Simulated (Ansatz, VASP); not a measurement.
Bi: VASP beside Ansatz

INCAR

```
SYSTEM = Bi
PREC = Accurate ; ENCUT = 520
EDIFF = 1E-6 ; ISMEAR = 0
SIGMA = 0.2 ; LREAL = .FALSE.
LASPH = .TRUE. ; NELM = 100
ALGO = Normal ; ISIF = 2
LWAVE = .FALSE. ; LCHARG = .FALSE.
GGA = CA ; NBANDS = 22
```

Contents of KPOINTS:

```
Automatic mesh
0
G
  9 9 9
  0 0 0
```

The input POSCAR:

```
Bi
1.0
    2.2451514826      1.2962388128      3.8388382945
   -2.2451514826      1.2962388128      3.8388382945
    0.0000000000     -2.5924776257      3.8388382945
Bi
2
Direct
    0.2371145469      0.2371145469      0.2371145469
    0.7628854531      0.7628854531      0.7628854531
```

Input for Ansatz:

```yaml
crystal:
  lattice:
    - [2.2451514826, 1.2962388128, 3.8388382945]
    - [-2.2451514826, 1.2962388128, 3.8388382945]
    - [0.0, -2.5924776257, 3.8388382945]
  atoms:
    - { symbol: Bi, position: [0.2371145469, 0.2371145469, 0.2371145469] }
    - { symbol: Bi, position: [0.7628854531, 0.7628854531, 0.7628854531] }
hamiltonian:
  xc: lda
  pseudopotentials:
    kind: paw
    azcp:
      Bi: "pseudopotentials/Bi.paw.azcp"
basis:
  ecutwfc: 420
  fft_grid_basis: typed
kpoints:
  mp_grid: { grid: [9, 9, 9], shift: [0, 0, 0] }
magnetization:
  spin_polarized: false
scf:
  occupations: { method: gaussian, width: 0.2 }
  lower_state_search: "off"
output:
  stress: true
  write_density: true
  write_potential: true
  elf: true
  volumetric_format: npy
```

Alike in both runs: task single point; functional LDA; k mesh 9 × 9 × 9; occupations gaussian, width 0.2 eV; no spin polarisation.

```csv
,VASP,Ansatz
version,VASP 6.6.1,Ansatz 0.2.0
potentials or method,"VASP PAW LDA potentials, release 64 (Bi_d), cutoff 520 eV","plane waves (420 eV) with PAW, scalar-relativistic"
valence electrons in the cell,30,30
```

VASP gave:

| Quantity | Value |
| --- | --- |
| pressure (GPa) | 0.1 |
| traceless stress, the component that is largest in VASP (GPa) | -0.07 |

Q: What did Ansatz give for the same quantities?

A: Pressure (GPa): 0.0; traceless stress, the component that is largest in VASP (GPa): -0.05.

Ansatz warns that its potentials were made for another functional, while VASP's fit it. LDA's correlation is that of Perdew and Zunger in VASP and of Perdew and Wang (1992) in Ansatz.

Neither program's run includes spin-orbit coupling.
